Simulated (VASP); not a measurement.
# Ru (P6_3/mmc) in VASP: notebook, part 2 of 2

VASP 6.6.1. Earlier steps stand in the parts before.

## (4) Relaxation of cell and atoms, r2SCAN+rVV10

This run uses another cell than the first one, of 13.57 Å³/atom.

The input, POSCAR:

```
Ru
1.0
    2.7058000000      0.0000000000      0.0000000000
   -1.3529000000      2.3432915376      0.0000000000
    0.0000000000      0.0000000000      4.2819000000
Ru
2
Direct
    0.6666666667      0.3333333333      0.7500000000
    0.3333333333      0.6666666667      0.2500000000
```

The input, INCAR.step1:

```
SYSTEM = Ru
  PREC = Accurate
  ENCUT = 600
  ISMEAR = -1
  SIGMA = 0.05
  LREAL = .FALSE.
  LASPH = .TRUE.
  NELM = 100
  GGA = PE
  ALGO = Normal
  EDIFF = 1E-4
  LWAVE = .TRUE.
  LCHARG = .FALSE.
```

The input, INCAR.step2:

```
SYSTEM = Ru
  PREC = Accurate
  ENCUT = 600
  EDIFF = 1E-6
  ISMEAR = -1
  SIGMA = 0.05
  LREAL = .FALSE.
  LASPH = .TRUE.
  NELM = 100
  ALGO = Normal
  ISIF = 3
  LWAVE = .FALSE.
  LCHARG = .FALSE.
  METAGGA = R2SCAN
  LMIXTAU = .TRUE.
  LUSE_VDW = .TRUE.
  IVDW_NL = 2
  BPARAM = 11.95
  CPARAM = 0.0093
  IBRION = 2
  NSW = 60
  EDIFFG = -0.01
  ISTART = 1
```

The input, KPOINTS:

```
regular mesh
0
G
  11 11 6
  0 0 0
```

Potentials or basis: VASP PAW PBE potentials, release 64 (Ru_pv).

The run is started by

```bash
$ cat potpaw_PBE.64/Ru_pv/POTCAR > POTCAR
$ cp INCAR.step1 INCAR
$ mpirun -np 1 vasp_std > vasp.out
$ cp INCAR.step2 INCAR
$ mpirun -np 1 vasp_std > vasp.out
```

OUTCAR:

```text
SYSTEM = Ru
   PREC = Accurate
   ENCUT = 600
   EDIFF = 1E-6
   ISMEAR = -1
   LREAL = .FALSE.
   LASPH = .TRUE.
   NELM = 100
   ISIF = 3
   METAGGA = R2SCAN
   IVDW_NL = 2
   BPARAM = 11.95
   IBRION = 2
   NSW = 60
   EDIFFG = -0.01
   ISTART = 1

 ion  position               nearest neighbor table
   1  0.667  0.333  0.750-   2 2.65   2 2.65   2 2.65   2 2.65   2 2.65   2 2.65
   2  0.333  0.667  0.250-   1 2.65   1 2.65   1 2.65   1 2.65   1 2.65   1 2.65

  LATTYP: Found a hexagonal cell.
 ALAT       =     2.7058000000
 C/A-ratio  =     1.5824894671

  Lattice vectors:

 A1 = (   2.7058000000,   0.0000000000,   0.0000000000)
 A2 = (  -1.3529000000,   2.3432915376,   0.0000000000)
 A3 = (   0.0000000000,   0.0000000000,   4.2819000000)

Analysis of symmetry for initial positions (statically):
=====================================================================
 Subroutine PRICEL returns:
 Original cell was already a primitive cell.

 Routine SETGRP: Setting up the symmetry group for a
 hexagonal supercell.

 Subroutine GETGRP returns: Found 24 space group operations
 (whereof 12 operations were pure point group operations)
 out of a pool of 24 trial point group operations.

The static configuration has the point symmetry D_3d.
 The point group associated with its full space group is D_6h.

Analysis of symmetry for dynamics (positions and initial velocities):
=====================================================================
 Subroutine PRICEL returns:
 Original cell was already a primitive cell.

 Routine SETGRP: Setting up the symmetry group for a
 hexagonal supercell.

 Subroutine GETGRP returns: Found 24 space group operations
 (whereof 12 operations were pure point group operations)
[... 127 lines left out ...]
   LORBIT       =      0    0 simple, 1 ext, 2 COOP (PROOUT), +10 PAW based schemes
   METAGGA = R2SCAN    functional components
   LHFCALC =     F    Hartree Fock is set to
   AEXX    =    0.0000 exact exchange contribution
   IVDW_NL    =     2    kernel type
   BPARAM     =11.9500
   IVDW    =     0    specifies the selected vdW correction
   LEPSILON=     F    determine dielectric tensor
   LRPA    =     F    only Hartree local field effects (RPA)
 conjugate gradient relaxation of ions
 non-spin polarized calculation
  energy-cutoff  :      600.00
  volume of cell :       27.15
 maximum number of plane-waves:       935
 NGX is ok and might be reduce to    24
   NGX = 11   NGY = 11   NGZ = 17

--------------------------------------- Ionic step        1  -------------------------------------------

 number of electron      28.0000002 magnetization

 Free energy of the ion-electron system (eV)
  ---------------------------------------------------
  ext. energy  EPLUGINS =         0.00000000
  ---------------------------------------------------
  free energy    TOTEN  =       -50.37297335 eV

  energy without entropy =      -50.35687864  energy(sigma->0) =      -50.36492599

------------------------ aborting loop because EDIFF is reached ----------------------------------------

  FORCE on cell =-STRESS in cart. coord.  units (eV):
  Direction    XX          YY          ZZ          XY          YZ          ZX
  --------------------------------------------------------------------------------------
  -------------------------------------------------------------------------------------
  Total       -0.4090877     -0.4090877     -0.5455494     -0.0000000      0.0000000     -0.0000000
  in kB      -24.1417369    -24.1417369    -32.1948323     -0.0000000      0.0000000     -0.0000000
  external PRESSURE =     -26.8261020 kB  Pullay stress =       0.0000000 kB
[... 167 lines left out ...]
--------------------------------------- Ionic step        6  -------------------------------------------

 number of electron      27.9999999 magnetization

 Free energy of the ion-electron system (eV)
  ---------------------------------------------------
  ext. energy  EPLUGINS =         0.00000000
  ---------------------------------------------------
  free energy    TOTEN  =       -50.37479217 eV

  energy without entropy =      -50.35891218  energy(sigma->0) =      -50.36685217

 E-fermi :  12.7962     XC(G=0): -15.4912

 val. band max:       12.7735991433   @ k =   0.2727   0.0000   0.0000
 cond. band min:      12.8122352021   @ k =   0.3636   0.0909   0.3333
 fundamental gap:      0.0386360588
 Fermi energy:        12.7961949471

 k-point     1 :       0.0000    0.0000    0.0000
  band No.  band energies     occupation
      1     -32.2509      2.00000
      2     -31.2168      2.00000
      3     -31.2168      2.00000
      4     -31.0278      2.00000
      5     -31.0278      2.00000
      6     -30.9802      2.00000
[... 481 lines left out ...]
      5     -31.1291      2.00000
      6     -31.0910      2.00000
[... 10 lines left out ...]
     17      14.4553      0.00000
     18      18.8108      0.00000

 [... further k-points ...]

------------------------ aborting loop because EDIFF is reached ----------------------------------------

  FORCE on cell =-STRESS in cart. coord.  units (eV):
  Direction    XX          YY          ZZ          XY          YZ          ZX
  --------------------------------------------------------------------------------------
  -------------------------------------------------------------------------------------
  Total        0.0046333      0.0046333      0.0095927     -0.0000000     -0.0000000     -0.0000000
  in kB        0.2755802      0.2755802      0.5705531     -0.0000000     -0.0000000     -0.0000000
  external PRESSURE =       0.3739045 kB  Pullay stress =       0.0000000 kB
[... 17 lines left out ...]
  FREE ENERGIE OF THE ION-ELECTRON SYSTEM (eV)
  ---------------------------------------------------
  free  energy   TOTEN  =       -50.3747921691 eV

  energy  without entropy=      -50.3589121769  energy(sigma->0) =      -50.36685217

 reached required accuracy - stopping structural energy minimisation
```

Run time: 4.6 min. Hardware: 1 thread of Intel Xeon 6975P-C (Granite Rapids), shared host; peak memory 0.27 GiB.

Results:

- Free energy: -50.3748 eV
- Relaxed volume: 13.47 Å³/atom
- Relaxed cell: a = 2.700 Å, b = 2.700 Å, c = 4.267 Å, α = 90.00°, β = 90.00°, γ = 120.00°
- Space group after relaxing (to 0.1 Å): P6_3/mmc (No. 194)
- Energy gained by relaxing: 0.9 meV/atom
- Ionic steps: 6
- Pressure after relaxing: 0.0 GPa
- Band gap on the k mesh: zero (bands 14 and 15 overlap by 3.25 eV)

The path:
| step | energy change (eV) | largest force (eV/Å) | pressure (GPa) | volume (Å³) |
| --- | --- | --- | --- | --- |
| 1 | 0.0000 | 0.0000 | -2.68 | 27.15 |
| 2 | 0.0176 | 0.0000 | 9.37 | 26.27 |
| 3 | -0.0018 | 0.0000 | 0.01 | 26.94 |
| 4 | -0.0018 | 0.0000 | 0.04 | 26.94 |
| 5 | -0.0018 | 0.0000 | 0.03 | 26.94 |
| 6 | -0.0018 | 0.0000 | 0.04 | 26.94 |

Final structure:
```cif
data_structure
_symmetry_space_group_name_H-M 'P 1'
_symmetry_Int_Tables_number 1
_cell_length_a 2.7000
_cell_length_b 2.7000
_cell_length_c 4.2667
_cell_angle_alpha 90.000
_cell_angle_beta 90.000
_cell_angle_gamma 120.000
_cell_volume 26.94
loop_
_atom_site_label
_atom_site_type_symbol
_atom_site_fract_x
_atom_site_fract_y
_atom_site_fract_z
_atom_site_occupancy
Ru1 Ru 0.66667 0.33333 0.75000 1
Ru2 Ru 0.33333 0.66667 0.25000 1
```

Levels at points of the mesh, in eV from the Fermi level:
| k point | band 11 | band 12 | band 13 | band 14 | band 15 | band 16 | band 17 | band 18 |
| --- | --- | --- | --- | --- | --- | --- | --- | --- |
| (0.00, 0.00, 0.00) | -2.46 | -1.95 | -1.95 | -1.42 | -1.42 | 1.32 | 1.32 | 1.42 |
| (0.00, 0.00, 0.50) | -2.85 | -2.85 | -2.78 | -2.78 | 0.64 | 0.64 | 0.64 | 0.64 |

Caveat: the PAW data sets were made with another functional, which shifts forces and pressure a little.

## (5) Overview

```csv
task,level,potentials or basis,cell,cutoff (eV),gap on the mesh (eV),pressure (GPa),relaxed volume (Å³/atom)
single point,r2SCAN,"VASP PAW PBE potentials, release 64 (Ru_sv)","a = 2.702, b = 2.702, c = 4.268 Å, angles 90.0, 90.0, 120.0°, 2 atoms",620,none,0.1,-
relaxation of cell and atoms,SVWN5,"VASP PAW PBE potentials, release 64 (Ru_pv)","relaxed from a = 2.706, b = 2.706, c = 4.282 Å, angles 90.0, 90.0, 120.0°, 2 atoms",600,none,0.0,13.08
relaxation of cell and atoms,r2SCAN+rVV10,"VASP PAW PBE potentials, release 64 (Ru_pv)","relaxed from a = 2.706, b = 2.706, c = 4.282 Å, angles 90.0, 90.0, 120.0°, 2 atoms",600,none,0.0,13.47
```

Alike in all rows: no spin polarisation; k mesh 11 × 11 × 6; smearing fermi-dirac 0.05 eV.

Caveats: the PAW data sets were made with another functional, which shifts forces and pressure a little.

Absolute energies hang on the potentials; compare differences alone.

The gap in the log of VASP goes by the Fermi energy; the results here count the filled bands.